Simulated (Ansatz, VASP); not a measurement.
# One calculation of Sc4InSb, two programs

File INCAR:

```
SYSTEM = Sc4InSb
PREC = Accurate
ENCUT = 520
EDIFF = 1E-6
ISMEAR = 0
SIGMA = 0.1
LREAL = .FALSE.
LASPH = .TRUE.
NELM = 150
ALGO = Normal
ISIF = 2
LWAVE = .FALSE.
LCHARG = .TRUE.
ISPIN = 2
MAGMOM = 1 1 1 1 0 0
LORBIT = 11
LMAXMIX = 4
GGA = PE
LELF = .TRUE.
LVHAR = .TRUE.
NBANDS = 44
```

The input KPOINTS:

```
Automatic mesh
0
G
  4 4 4
  0 0 0
```

The input POSCAR:

```
Sc4InSb
1.0
    4.8444495816      0.0000000000      0.0000000000
    0.0000000000      4.8444495816      0.0000000000
    0.0000000000      0.0000000000      6.7928144655
Sc In Sb
4 1 1
Direct
    0.5000000000      0.0000000000      0.2537300497
    0.5000000000      0.0000000000      0.7462699503
    0.0000000000      0.5000000000      0.7462699503
    0.0000000000      0.5000000000      0.2537300497
    0.0000000000      0.0000000000      0.5000000000
    0.5000000000      0.5000000000      0.0000000000
```

Input for Ansatz:

```yaml
crystal:
  lattice:
    - [4.8444495816, 0.0, 0.0]
    - [0.0, 4.8444495816, 0.0]
    - [0.0, 0.0, 6.7928144655]
  atoms:
    - { symbol: Sc, position: [0.5, 0.0, 0.2537300497], spin: 1.0 }
    - { symbol: Sc, position: [0.5, 0.0, 0.7462699503], spin: 1.0 }
    - { symbol: Sc, position: [0.0, 0.5, 0.7462699503], spin: 1.0 }
    - { symbol: Sc, position: [0.0, 0.5, 0.2537300497], spin: 1.0 }
    - { symbol: In, position: [0.0, 0.0, 0.5] }
    - { symbol: Sb, position: [0.5, 0.5, 0.0] }
basis:
  ecutwfc: 420
kpoints:
  mp_grid: { grid: [4, 4, 4] }
hamiltonian:
  xc: pbe
scf:
  occupations: { method: gaussian, width: 0.1 }
  lower_state_search: "off"
output:
  forces: true
  stress: true
  eigenvalues: true
  populations: true
magnetization:
  spin_polarized: true
```

Change from the starting cell: species swapped into the CaSnF4 type (P4/mmm, No. 123).

Alike in both runs: task single point; functional PBE; k mesh 4 × 4 × 4; occupations gaussian, width 0.1 eV; collinear spin.

|  | VASP | Ansatz |
| --- | --- | --- |
| version | VASP 6.6.1 | Ansatz 0.2.0 |
| potentials or method | VASP PAW PBE potentials, release 64 (Sc_sv, In_d, Sb), cutoff 520 eV | scalar-relativistic, plane waves, PAW |
| valence electrons in the cell | 62 | 72 |

```tsv
	VASP	Ansatz	Ansatz less VASP
gap on the k mesh at the Fermi level (eV)	none	none	-
pressure (GPa)	0.3	0.2	-0.10
net moment per atom (μB)	0.10	0.11	+0.004
```

A gap of «none» marks a metal or a gap that the smearing closes. VASP's potentials hold 62 valence electrons a cell and Ansatz's 72, so a difference there can come from the potentials and not from the codes.

Spin-orbit coupling is off throughout.
